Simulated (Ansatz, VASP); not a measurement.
## Two plane-wave programs on NaF

```
Na F
1.0
     0.04594    2.34311    2.34311
     2.34311    0.04594    2.34311
     2.34311    2.34311    0.04594
Na F
1 1
Direct
  0.00000 0.00000 0.00000
  0.50000 0.50000 0.50000
```

Change from the starting cell: shear_111 strain +3.0%.

Alike in both runs: task single point; functional PBE; k mesh 10 × 10 × 10; occupations fermi-dirac, width 0.02 eV; no spin polarisation.

```csv
,VASP,Ansatz
version,VASP 6.6.1,Ansatz 0.2.0
potentials or method,"VASP PAW PBE potentials, release 64 (Na_pv, F)","plane waves, PAW"
plane-wave cutoff (eV),520,420
valence electrons in the cell,14,16
```

```tsv
	VASP	Ansatz	Ansatz less VASP
gap on the k mesh at the Fermi level (eV)	6.25	6.26	+0.016
pressure (GPa)	1.8	1.9	+0.10
traceless stress, the component that is largest in VASP (GPa)	-0.56	-0.56	-0.002
```

With one functional, cell and mesh, what is left measures potentials, basis and numerics. VASP's potentials hold 14 valence electrons a cell and Ansatz's 16, so a difference there can come from the potentials and not from the codes.
